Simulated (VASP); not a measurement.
The system is InP.

```xyz
2
Lattice="0.0000 2.9305 2.9305 2.9305 0.0000 2.9305 2.9305 2.9305 0.0000" Properties=species:S:1:pos:R:3 pbc="T T T"
In    0.0000    0.0000    0.0000
P     4.3957    4.3957    4.3957
```

- Program: VASP 6.6.1
- Task: relaxation of cell and atoms
- Functional: BLYP
- Potentials or basis: VASP PAW PBE potentials, release 64 (In_d, P)
- Cutoff: 600 eV
- k mesh: 8 × 8 × 8
- Occupations: fermi-dirac, width 0.05 eV
- Spin: no spin polarisation

At the start: pressure 6.8 GPa; volume 25.17 Å³/atom.

Q: How do energy, volume and symmetry change on relaxing?

A: Over 3 steps the energy falls by 54.5 meV/atom and the volume is 28.00 Å³/atom (+11.3 %); space group F-43m (No. 216, to 0.05 Å).

Step by step:
```csv
step,energy change (eV),largest force (eV/Å),pressure (GPa),volume (Å³)
1,0.0000,0.0000,6.80,50.33
2,-0.0935,0.0000,-1.96,58.52
3,-0.1091,0.0000,0.03,56.00
```

Final structure:
```
CELL_PARAMETERS angstrom
0.00000 3.03664 3.03664
3.03664 0.00000 3.03664
3.03664 3.03664 0.00000
ATOMIC_POSITIONS crystal
In 0.00000 0.00000 0.00000
P 0.75000 0.75000 0.75000
```

Caveat: the PAW data sets were made with another functional, which shifts forces and pressure a little; the volume moved by +11 % from the deposited cell, more than functionals usually miss.
